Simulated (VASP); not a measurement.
Set up this calculation in VASP 6.6.1, as the native input.

```
Task                   : single point
Functional             : PBE
Potentials or basis    : VASP PAW PBE potentials, release 64 (Sc_sv, Ga_d, Te)
Cutoff                 : 520 eV
k mesh                 : 6 × 6 × 4
Occupations            : gaussian, width 0.1 eV
Spin                   : no spin polarisation
Dipole correction      : no
Further INCAR settings : ALGO = Normal; EDIFF = 1e-06; NBANDS = 36
```

The structure of ScGa3Te lies in POSCAR:

```
ScGa3Te
1.0
    4.6267260800      0.0000000000      0.0000000000
   -2.3133630400      4.0068623200      0.0000000000
    0.0000000000      0.0000000000      5.7510514700
Sc Ga Te
1 3 1
Direct
    0.0000000000      0.0000000000      0.5000000000
    0.5000000000      0.0000000000      0.5000000000
    0.0000000000      0.5000000000      0.5000000000
    0.5000000000      0.5000000000      0.5000000000
    0.0000000000      0.0000000000      0.0000000000
```

One way to write it, as run:

INCAR

```
PREC = Accurate
ENCUT = 520
EDIFF = 1E-6
ISMEAR = 0
SIGMA = 0.1
LREAL = F
LASPH = T
NELM = 80
ALGO = Normal
ISIF = 2
LWAVE = F
LCHARG = F
GGA = PE
NBANDS = 36
```

KPOINTS

```
regular mesh
0
Gamma
  6 6 4
```

Potentials or basis: VASP PAW PBE potentials, release 64 (Sc_sv, Ga_d, Te).

The run is started by

```sh
$ cat potpaw_PBE.64/Sc_sv/POTCAR potpaw_PBE.64/Ga_d/POTCAR potpaw_PBE.64/Te/POTCAR > POTCAR
$ mpirun -np 1 vasp_std > vasp.out
```

Results of the run:

* Pressure: 39.2 GPa
* Band gap on the k mesh: zero (band 28 reaches 6.28 eV, above the bottom of band 29 at 4.95 eV)

Caveat: spin-orbit coupling is left out, which moves the levels of the heavy elements.

Wall time 74 s on 1 thread of Intel(R) Xeon(R) Platinum 8488C (Sapphire Rapids), on a shared host, peak memory 0.29 GiB.
